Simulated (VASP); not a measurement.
Here is a VASP 6.6.1 calculation.

The input INCAR:

```
ALGO = Normal ; EDIFF = 1E-7
ENCUT = 520 ; GGA = PE
ISIF = 2 ; ISMEAR = 0
IVDW = 12 ; LASPH = True
LCHARG = False ; LREAL = False
LWAVE = False ; NBANDS = 20
NELM = 60 ; PREC = Accurate
SIGMA = 0.02
```

File KPOINTS:

```
k-points
0
Gamma
  12 12 6
```

Contents of POSCAR:

```
WS2
1.0
    2.9878439185      0.0000000000      0.0000000000
   -1.4939219593      2.5875487360      0.0000000000
    0.0000000000      0.0000000000      5.9660759753
W S
1 2
Direct
    0.3333333333      0.6666666667      0.0000000000
    0.6666666667      0.3333333333      0.7333584473
    0.6666666667      0.3333333333      0.2666415527
```

Potentials or basis: VASP PAW PBE potentials, release 64 (W_sv, S).

The run is started by

```console
$ cat potpaw_PBE.64/W_sv/POTCAR potpaw_PBE.64/S/POTCAR > POTCAR
$ mpirun -np 1 vasp_std > vasp.out
```

Problem. Estimate the band gap on the k mesh.

Solution. 0.44 eV (least direct gap 1.53 eV).

Problem. What does it give for the pressure?

Solution. 25.0 GPa.

Forces in eV/Å, atoms in the order of the input:
```
W    0.000  0.000  0.000
S    0.000  0.000 -0.004
S    0.000  0.000  0.004
```

Caveat: the cell stands under pressure; spin-orbit coupling is left out, which moves the levels of the heavy elements. A k mesh can miss the band edges.
